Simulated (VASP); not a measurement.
# ScHO2 (P6_3/mmc) in VASP: further runs

The runs below take ScHO2 through single point, relaxation of cell and atoms, with PBEsol.

All numbers are computed with VASP 6.6.1; they aren't measurements. Logs are shortened: lines on timing, memory, paths and dates and some standing lists are left out, and cuts for length are marked.

### Step 1. The cell of the first run

The structure is hexagonal, space group P6_3/mmc (No. 194). The conventional cell has a = 3.194 Å, b = 3.194 Å, c = 8.977 Å, α = 90.00°, β = 90.00°, γ = 120.00°. Within 2.8 Å of Sc (site symmetry -3m) lie 6 O at 2.11 Å. H (site symmetry -6m2) has 2 O at 1.21 Å within 1.6 Å. O (site symmetry 3m) has 1 H at 1.21 Å within 1.6 Å.

### Step 2. Single point, PBEsol

Input file INCAR:

```
  ALGO = Normal
  EDIFF = 1E-6
  ENCUT = 520
  GGA = PS
  ISIF = 2
  ISMEAR = 0
  LASPH = T
  LCHARG = F
  LREAL = F
  LWAVE = F
  NBANDS = 34
  NELM = 100
  PREC = Accurate
  SIGMA = 0.05
```

Input file KPOINTS:

```
k-points
0
Gamma
  12 12 4
```

Input file POSCAR:

```
ScHO2
1.0
    3.1937797594      0.0000000000      0.0000000000
   -1.5968898797      2.7658944057      0.0000000000
    0.0000000000      0.0000000000      8.9769554572
Sc H O
2 2 4
Direct
    0.0000000000      0.0000000000      0.5000000000
    0.0000000000      0.0000000000      0.0000000000
    0.6666666667      0.3333333333      0.7500000000
    0.3333333333      0.6666666667      0.2500000000
    0.6666666667      0.3333333333      0.6150007861
    0.6666666667      0.3333333333      0.8849992139
    0.3333333333      0.6666666667      0.1150007861
    0.3333333333      0.6666666667      0.3849992139
```

Potentials or basis: VASP PAW PBE potentials, release 64 (Sc_sv, H, O).

On the command line:

```
cat potpaw_PBE.64/Sc_sv/POTCAR potpaw_PBE.64/H/POTCAR potpaw_PBE.64/O/POTCAR > POTCAR
mpirun -np 1 vasp_std > vasp.out
```

OUTCAR:

```text
EDIFF = 1E-6
   ENCUT = 520
   GGA = PS
   ISIF = 2
   ISMEAR = 0
   LASPH = T
   LREAL = F
   NELM = 100
   PREC = Accurate

 ion  position               nearest neighbor table
   1  0.000  0.000  0.500-   5 2.11   8 2.11   8 2.11   5 2.11   5 2.11   8 2.11
   2  0.000  0.000  0.000-   6 2.11   7 2.11   7 2.11   6 2.11   6 2.11   7 2.11
   3  0.667  0.333  0.750-   5 1.21   6 1.21
   4  0.333  0.667  0.250-   7 1.21   8 1.21
   5  0.667  0.333  0.615-   3 1.21   1 2.11   1 2.11   1 2.11
   6  0.667  0.333  0.885-   3 1.21   2 2.11   2 2.11   2 2.11
   7  0.333  0.667  0.115-   4 1.21   2 2.11   2 2.11   2 2.11
   8  0.333  0.667  0.385-   4 1.21   1 2.11   1 2.11   1 2.11

  LATTYP: Found a hexagonal cell.
 ALAT       =     3.1937797594
 C/A-ratio  =     2.8107622108

  Lattice vectors:

 A1 = (   3.1937797594,   0.0000000000,   0.0000000000)
 A2 = (  -1.5968898797,   2.7658944057,   0.0000000000)
 A3 = (   0.0000000000,   0.0000000000,   8.9769554572)

Analysis of symmetry for initial positions (statically):
=====================================================================
 Subroutine PRICEL returns:
 Original cell was already a primitive cell.

 Routine SETGRP: Setting up the symmetry group for a
 hexagonal supercell.

 Subroutine GETGRP returns: Found 24 space group operations
 (whereof 12 operations were pure point group operations)
 out of a pool of 24 trial point group operations.

The static configuration has the point symmetry D_3d.
 The point group associated with its full space group is D_6h.

Analysis of symmetry for dynamics (positions and initial velocities):
=====================================================================
 Subroutine PRICEL returns:
 Original cell was already a primitive cell.

 Routine SETGRP: Setting up the symmetry group for a
 hexagonal supercell.

 Subroutine GETGRP returns: Found 24 space group operations
 (whereof 12 operations were pure point group operations)
 out of a pool of 24 trial point group operations.

The dynamic configuration has the point symmetry D_3d.
 The point group associated with its full space group is D_6h.

 Subroutine INISYM returns: Found 24 space group operations
 (whereof 12 operations are pure point group operations),
 and found     1 'primitive' translations

----------------------------------------------------------------------------------------

                                     Primitive cell

  volume of cell :      79.2994

  direct lattice vectors                    reciprocal lattice vectors
     3.193779759  0.000000000  0.000000000     0.313108628  0.180773351  0.000000000
    -1.596889880  2.765894406  0.000000000     0.000000000  0.361546702  0.000000000
     0.000000000  0.000000000  8.976955457     0.000000000  0.000000000  0.111396342

  length of vectors
     3.193779759  3.193779759  8.976955457     0.361546702  0.361546702  0.111396342

  position of ions in fractional coordinates (direct lattice)
     0.000000000  0.000000000  0.500000000
     0.000000000  0.000000000  0.000000000
     0.666666667  0.333333333  0.750000000
     0.333333333  0.666666667  0.250000000
     0.666666667  0.333333333  0.615000786
     0.666666667  0.333333333  0.884999214
     0.333333333  0.666666667  0.115000786
     0.333333333  0.666666667  0.384999214

  ion indices of the primitive-cell ions
   primitive index   ion index
                 1           1
                 2           2
                 3           3
                 4           4
                 5           5
                 6           6
                 7           7
                 8           8

----------------------------------------------------------------------------------------

 KPOINTS: k-points

Automatic generation of k-mesh.
 Grid dimensions read from file:
 generate k-points for:   12   12    4

 Generating k-lattice:

  Cartesian coordinates                     Fractional coordinates (reciprocal lattice)
     0.026092386  0.015064446  0.000000000     0.083333333 -0.000000000  0.000000000
     0.000000000  0.030128892  0.000000000     0.000000000  0.083333333  0.000000000
     0.000000000  0.000000000  0.027849085     0.000000000  0.000000000  0.250000000

  Length of vectors
     0.030128892  0.030128892  0.027849085

  Shift w.r.t. Gamma in fractional coordinates (k-lattice)
     0.000000000  0.000000000  0.000000000

 Subroutine IBZKPT returns following result:
 ===========================================

 Found     57 irreducible k-points:

 Following reciprocal coordinates:
            Coordinates               Weight
  0.000000  0.000000  0.000000      1.000000
  0.083333 -0.000000  0.000000      6.000000
  0.166667  0.000000  0.000000      6.000000
  0.250000 -0.000000  0.000000      6.000000
  0.333333  0.000000  0.000000      6.000000
  0.416667 -0.000000  0.000000      6.000000
[... 16 lines left out ...]
  0.250000 -0.000000  0.250000     12.000000
[... 63 lines left out ...]
  ext. energy  EPLUGINS =         0.00000000
  ---------------------------------------------------
  free energy    TOTEN  =       -61.73231346 eV

  energy without entropy =      -61.73231346  energy(sigma->0) =      -61.73231346

 E-fermi :   1.7714     XC(G=0): -10.5539

 val. band max:        1.4980237994   @ k =   0.1667   0.0833   0.0000
 cond. band min:       5.2018543757   @ k =   0.5000  -0.0000   0.0000
 fundamental gap:      3.7038305763
 Fermi energy:         1.7714044595

 k-point     1 :       0.0000    0.0000    0.0000
  band No.  band energies     occupation
      1     -45.4886      2.00000
      2     -45.4883      2.00000
      3     -24.4157      2.00000
      4     -24.3911      2.00000
      5     -24.0015      2.00000
      6     -24.0015      2.00000
[... 26 lines left out ...]
     33       9.3283      0.00000
     34       9.3642      0.00000

 k-point     2 :       0.0833   -0.0000    0.0000
  band No.  band energies     occupation
      1     -45.4840      2.00000
      2     -45.4837      2.00000
      3     -24.4030      2.00000
      4     -24.3794      2.00000
      5     -24.0507      2.00000
      6     -24.0492      2.00000
[... 26 lines left out ...]
     33       9.3297      0.00000
     34       9.5120      0.00000

 k-point     3 :       0.1667    0.0000    0.0000
  band No.  band energies     occupation
      1     -45.4713      2.00000
      2     -45.4710      2.00000
      3     -24.3690      2.00000
      4     -24.3483      2.00000
      5     -24.1803      2.00000
      6     -24.1763      2.00000
[... 26 lines left out ...]
     33       9.3061      0.00000
     34       9.3073      0.00000

 k-point     4 :       0.2500   -0.0000    0.0000
  band No.  band energies     occupation
      1     -45.4539      2.00000
      2     -45.4536      2.00000
      3     -24.3687      2.00000
      4     -24.3579      2.00000
      5     -24.3030      2.00000
      6     -24.2902      2.00000
[... 26 lines left out ...]
     33       9.3278      0.00000
     34       9.5637      0.00000

 k-point     5 :       0.3333    0.0000    0.0000
  band No.  band energies     occupation
      1     -45.4365      2.00000
      2     -45.4362      2.00000
      3     -24.5226      2.00000
      4     -24.5122      2.00000
      5     -24.2627      2.00000
      6     -24.2515      2.00000
[... 621 lines left out ...]
 k-point    22 :       0.1667    0.0000    0.2500
  band No.  band energies     occupation
      1     -45.4712      2.00000
      2     -45.4710      2.00000
      3     -24.3660      2.00000
      4     -24.3514      2.00000
      5     -24.1797      2.00000
      6     -24.1769      2.00000
[... 26 lines left out ...]
     33       9.3474      0.00000
     34       9.4617      0.00000

 k-point    23 :       0.2500   -0.0000    0.2500
  band No.  band energies     occupation
      1     -45.4539      2.00000
      2     -45.4537      2.00000
      3     -24.3672      2.00000
      4     -24.3596      2.00000
      5     -24.3010      2.00000
      6     -24.2920      2.00000
[... 26 lines left out ...]
     33       9.3641      0.00000
     34       9.5429      0.00000

 k-point    24 :       0.3333    0.0000    0.2500
  band No.  band energies     occupation
      1     -45.4364      2.00000
      2     -45.4362      2.00000
      3     -24.5211      2.00000
      4     -24.5138      2.00000
      5     -24.2611      2.00000
      6     -24.2531      2.00000
[... 26 lines left out ...]
     33       9.4206      0.00000
     34       9.5751      0.00000

 [... further k-points ...]

------------------------ aborting loop because EDIFF is reached ----------------------------------------

  FORCE on cell =-STRESS in cart. coord.  units (eV):
  Direction    XX          YY          ZZ          XY          YZ          ZX
  --------------------------------------------------------------------------------------
  -------------------------------------------------------------------------------------
  Total        0.4218253      0.4218253      0.3605117      0.0000000      0.0000000     -0.0000000
  in kB        8.5226285      8.5226285      7.2838384      0.0000000      0.0000000     -0.0000000
  external PRESSURE =       8.1096985 kB  Pullay stress =       0.0000000 kB

 VOLUME and BASIS-vectors are now :
 -----------------------------------------------------------------------------
  energy-cutoff  :      520.00
  volume of cell :       79.30
      direct lattice vectors                 reciprocal lattice vectors
     3.193779759  0.000000000  0.000000000     0.313108628  0.180773351  0.000000000
    -1.596889880  2.765894406  0.000000000     0.000000000  0.361546702  0.000000000
     0.000000000  0.000000000  8.976955457     0.000000000  0.000000000  0.111396342

 POSITION                                       TOTAL-FORCE (eV/Angst)
 -----------------------------------------------------------------------------------
      0.00000      0.00000      4.48848         0.000000      0.000000      0.000000
      0.00000      0.00000      0.00000         0.000000      0.000000      0.000000
      1.59689      0.92196      6.73272        -0.000000      0.000000      0.000000
     -0.00000      1.84393      2.24424         0.000000      0.000000      0.000000
      1.59689      0.92196      5.52083        -0.000000      0.000000      0.056860
      1.59689      0.92196      7.94460        -0.000000     -0.000000     -0.056860
     -0.00000      1.84393      1.03236         0.000000      0.000000      0.056860
     -0.00000      1.84393      3.45612        -0.000000     -0.000000     -0.056860
 -----------------------------------------------------------------------------------
    total drift:                                0.000000      0.000000      0.000000

  FREE ENERGIE OF THE ION-ELECTRON SYSTEM (eV)
  ---------------------------------------------------
  free  energy   TOTEN  =       -61.7323134561 eV

  energy  without entropy=      -61.7323134561  energy(sigma->0) =      -61.73231346
```

Run time: 2.4 min. Hardware: 1 thread of AMD EPYC 7R43 (Zen 3), shared host; peak memory 0.24 GiB.

What came out:

```yaml
Free_energy: -61.7323 eV
Pressure: 0.8 GPa
Largest_force: 0.057 eV/Å
Band_gap_on_the_k_mesh: 3.70 eV, indirect (least direct gap 4.14 eV)
```

Forces in eV/Å, atoms in the order of the input:
```
Sc   0.000  0.000  0.000
Sc   0.000  0.000  0.000
H    0.000  0.000  0.000
H    0.000  0.000  0.000
O    0.000  0.000  0.057
O    0.000  0.000 -0.057
O    0.000  0.000  0.057
O    0.000  0.000 -0.057
```

Levels at points of the mesh, in eV from the valence-band top:
| k point | band 22 | band 23 | band 24 | band 25 | band 26 | band 27 |
| --- | --- | --- | --- | --- | --- | --- |
| (0.00, 0.00, 0.00) | -0.18 | -0.12 | -0.12 | 4.66 | 4.86 | 4.86 |
| (0.50, 0.00, 0.00) | -1.12 | -0.82 | -0.49 | 3.70 | 4.67 | 5.64 |
| (0.00, 0.00, 0.50) | -0.34 | -0.34 | -0.34 | 4.90 | 4.90 | 4.90 |
| (0.50, 0.00, 0.50) | -1.03 | -1.02 | -1.02 | 4.21 | 4.21 | 5.72 |

Caveat: the PAW data sets were made with another functional, which shifts forces and pressure a little.

### Step 3. Single point, PBEsol

Input file INCAR:

```
PREC     = Accurate       # precision mode
ENCUT    = 520            # plane-wave cutoff, eV
EDIFF    = 1E-6           # SCF threshold, eV
ISMEAR   = 0              # smearing method
SIGMA    = 0.02           # smearing width, eV
LREAL    = False          # projectors in reciprocal space
LASPH    = True           # aspherical terms in the spheres
NELM     = 100            # most SCF steps
ALGO     = Normal         # electronic algorithm
ISIF     = 2              # what is computed and relaxed
LWAVE    = False          # write WAVECAR
LCHARG   = True           # write CHGCAR
GGA      = PS             # functional
LELF     = True           # ELF
LVHAR    = True         
NBANDS   = 34             # bands
```

Input file KPOINTS:

```
Automatic mesh
0
Gamma
  12 12 4
```

POSCAR is that of step 2.

Potentials or basis: VASP PAW PBE potentials, release 64 (Sc_sv, H, O).

On the command line:

```
cat potpaw_PBE.64/Sc_sv/POTCAR potpaw_PBE.64/H/POTCAR potpaw_PBE.64/O/POTCAR > POTCAR
mpirun -np 1 vasp_std > vasp.out
```

It took 2.4 min on 1 thread of AMD EPYC 7R43 (Zen 3), shared host; peak memory 0.22 GiB.

The run converged. Its results:

```yaml
Free_energy: -61.7323 eV
Pressure: 0.8 GPa
Largest_force: 0.057 eV/Å
Band_gap_on_the_k_mesh: 3.70 eV, indirect (least direct gap 4.14 eV)
```

Forces on the atoms (eV/Å):
```
Sc   0.000  0.000  0.000
Sc   0.000  0.000  0.000
H    0.000  0.000  0.000
H    0.000  0.000  0.000
O    0.000  0.000  0.057
O    0.000  0.000 -0.057
O    0.000  0.000  0.057
O    0.000  0.000 -0.057
```

Stress tensor (GPa, compression positive):
```
0.85 0.00 0.00
0.00 0.85 0.00
0.00 0.00 0.73
```

Levels at points of the mesh, in eV from the valence-band top:
```
           k point  band 20  band 21  band 22  band 23  band 24  band 25  band 26  band 27  band 28  band 29
(0.00, 0.00, 0.00)    -0.58    -0.58    -0.18    -0.12    -0.12     4.66     4.86     4.86     4.94     4.94
(0.50, 0.00, 0.00)    -1.76    -1.31    -1.12    -0.82    -0.49     3.70     4.67     5.64     5.83     6.10
(0.00, 0.00, 0.50)    -1.29    -0.34    -0.34    -0.34    -0.34     4.90     4.90     4.90     4.90     5.11
(0.50, 0.00, 0.50)    -1.75    -1.03    -1.03    -1.02    -1.02     4.21     4.21     5.72     5.72     6.11
```

Caveat: the PAW data sets were made with another functional, which shifts forces and pressure a little.

### Step 4. Relaxation of cell and atoms, PBEsol

This run uses another cell than the first one, of 10.26 Å³/atom, 1.035 times its volume.

Input file INCAR:

```
SYSTEM = ScHO2
PREC     = Accurate       ! precision mode
ENCUT    = 600            ! plane-wave cutoff, eV
EDIFF    = 1E-7           ! SCF threshold, eV
ISMEAR   = 0              ! smearing method
SIGMA    = 0.02           ! smearing width, eV
LREAL    = .FALSE.        ! projectors in reciprocal space
LASPH    = .TRUE.         ! aspherical terms in the spheres
NELM     = 100            ! most SCF steps
ALGO     = Normal         ! electronic algorithm
ISIF     = 3              ! what is computed and relaxed
LWAVE    = .FALSE.        ! write WAVECAR
LCHARG   = .FALSE.        ! write CHGCAR
GGA      = PS             ! functional
IBRION   = 2              ! ionic algorithm
NSW      = 100            ! ionic steps
EDIFFG   = -0.005         ! ionic threshold
```

Input file KPOINTS:

```
Automatic mesh
0
G
  12 12 4
  0 0 0
```

Input file POSCAR:

```
ScHO2
1.0
    3.2335320624      0.0000000000      0.0000000000
   -1.6167660312      2.8003209100      0.0000000000
    0.0000000000      0.0000000000      9.0621260000
Sc H O
2 2 4
Direct
    0.0000000000      0.0000000000      0.5000000000
    0.0000000000      0.0000000000      0.0000000000
    0.6666666700      0.3333333300      0.7500000000
    0.3333333300      0.6666666700      0.2500000000
    0.6666666700      0.3333333300      0.6155880000
    0.6666666700      0.3333333300      0.8844120000
    0.3333333300      0.6666666700      0.1155880000
    0.3333333300      0.6666666700      0.3844120000
```

On the command line:

```
cat potpaw_PBE.64/Sc_sv/POTCAR potpaw_PBE.64/H/POTCAR potpaw_PBE.64/O/POTCAR > POTCAR
mpirun -np 1 vasp_std > vasp.out
```

It took 12 min on 1 thread of AMD EPYC 7R43 (Zen 3), shared host; peak memory 0.27 GiB.

It converged, with:

```yaml
Free_energy: -61.7516 eV
Relaxed_volume: 9.95 Å³/atom
Relaxed_cell: a = 3.198 Å, b = 3.198 Å, c = 8.987 Å, α = 90.00°, β = 90.00°, γ = 120.00°
Space_group_after_relaxing_to_0.05_Å: P6_3/mmc (No. 194)
Energy_gained_by_relaxing: 5.0 meV/atom
Ionic_steps: 7
Pressure_after_relaxing: 0.0 GPa
Band_gap_on_the_k_mesh: 3.69 eV, indirect (least direct gap 4.12 eV)
```

Step by step:
| step | energy change (eV) | largest force (eV/Å) | pressure (GPa) | volume (Å³) |
| --- | --- | --- | --- | --- |
| 1 | 0.0000 | 0.2236 | -4.82 | 82.06 |
| 2 | -0.0271 | 0.2641 | 2.69 | 78.44 |
| 3 | -0.0396 | 0.0803 | -0.16 | 79.71 |
| 4 | -0.0399 | 0.0364 | 0.07 | 79.57 |
| 5 | -0.0400 | 0.0004 | 0.00 | 79.61 |
| 6 | -0.0401 | 0.0006 | 0.01 | 79.59 |
| 7 | -0.0401 | 0.0015 | 0.01 | 79.58 |

Final structure:
```
Sc H O
1.0
     3.19769    0.00000    0.00000
    -1.59884    2.76928    0.00000
     0.00000    0.00000    8.98689
Sc H O
2 2 4
Cartesian
  0.0000 0.0000 4.4934
  0.0000 0.0000 0.0000
  1.5988 0.9231 6.7402
  0.0000 1.8462 2.2467
  1.5988 0.9231 5.5285
  1.5988 0.9231 7.9519
  0.0000 1.8462 1.0350
  0.0000 1.8462 3.4584
```

Levels at points of the mesh, in eV from the valence-band top:
| k point | band 22 | band 23 | band 24 | band 25 | band 26 | band 27 |
| --- | --- | --- | --- | --- | --- | --- |
| (0.00, 0.00, 0.00) | -0.17 | -0.12 | -0.12 | 4.64 | 4.84 | 4.84 |
| (0.50, 0.00, 0.00) | -1.12 | -0.82 | -0.49 | 3.69 | 4.65 | 5.62 |
| (0.00, 0.00, 0.50) | -0.34 | -0.34 | -0.34 | 4.88 | 4.88 | 4.88 |
| (0.50, 0.00, 0.50) | -1.03 | -1.01 | -1.01 | 4.19 | 4.19 | 5.70 |

Caveat: the PAW data sets were made with another functional, which shifts forces and pressure a little.

### Step 5. Summary

```csv
task,cell,cutoff (eV),smearing,gap on the mesh (eV),pressure (GPa),largest force (eV/Å)
single point,"a = 3.194, b = 3.194, c = 8.977 Å, angles 90.0, 90.0, 120.0°, 8 atoms",520,gaussian 0.05 eV,3.70,0.8,0.06
single point,"a = 3.194, b = 3.194, c = 8.977 Å, angles 90.0, 90.0, 120.0°, 8 atoms",520,gaussian 0.02 eV,3.70,0.8,0.06
relaxation of cell and atoms,"relaxed from a = 3.234, b = 3.234, c = 9.062 Å, angles 90.0, 90.0, 120.0°, 8 atoms",600,gaussian 0.02 eV,3.69,0.0,-
```

Alike in all rows: level PBEsol; potentials or basis VASP PAW PBE potentials, release 64 (Sc_sv, H, O); no spin polarisation; k mesh 12 × 12 × 4.

Caveats: the PAW data sets were made with another functional, which shifts forces and pressure a little.

Total energies depend on the potentials used, so only differences within one code and one set of settings carry meaning.
